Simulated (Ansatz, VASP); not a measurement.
Two plane-wave programs on NbAs

```
Nb As
1.0
     0.00000    2.96453    2.96453
     2.96453    0.00000    2.96453
     2.96453    2.96453    0.00000
Nb As
1 1
Direct
  0.00000 0.00000 0.00000
  0.25000 0.25000 0.25000
```

Alike in both runs: task single point; functional r2SCAN; k mesh 12 × 12 × 12; occupations gaussian, width 0.1 eV; collinear spin.

|  | VASP | Ansatz |
| --- | --- | --- |
| version | VASP 6.6.1 | Ansatz 0.2.0 |
| potentials or method | VASP PAW PBE potentials, release 64 (Nb_sv, As), cutoff 520 eV | scalar-relativistic, plane waves, PAW |
| valence electrons in the cell | 18 | 28 |

Ansatz gave:

- gap on the k mesh at the Fermi level (eV): none
- pressure (GPa): -1.8
- net moment per atom (μB): 0.89
- size of the moment on the site where the two differ most (μB): 1.22

**Question.** Estimate VASP's values.

**Answer.** gap on the k mesh at the Fermi level (eV): none; pressure (GPa): -1.9; net moment per atom (μB): 0.88; size of the moment on the site where the two differ most (μB): 1.41.

VASP's potentials were made for PBE, not for r2SCAN. Site moments also hang on the region over which each program counts them. A gap of «none» marks a metal or a gap that the smearing closes. With one functional, cell and mesh, what is left measures potentials, basis and numerics. VASP's potentials hold 18 valence electrons a cell and Ansatz's 28, so a difference there can come from the potentials and not from the codes. Ansatz's warnings: stability check not made.
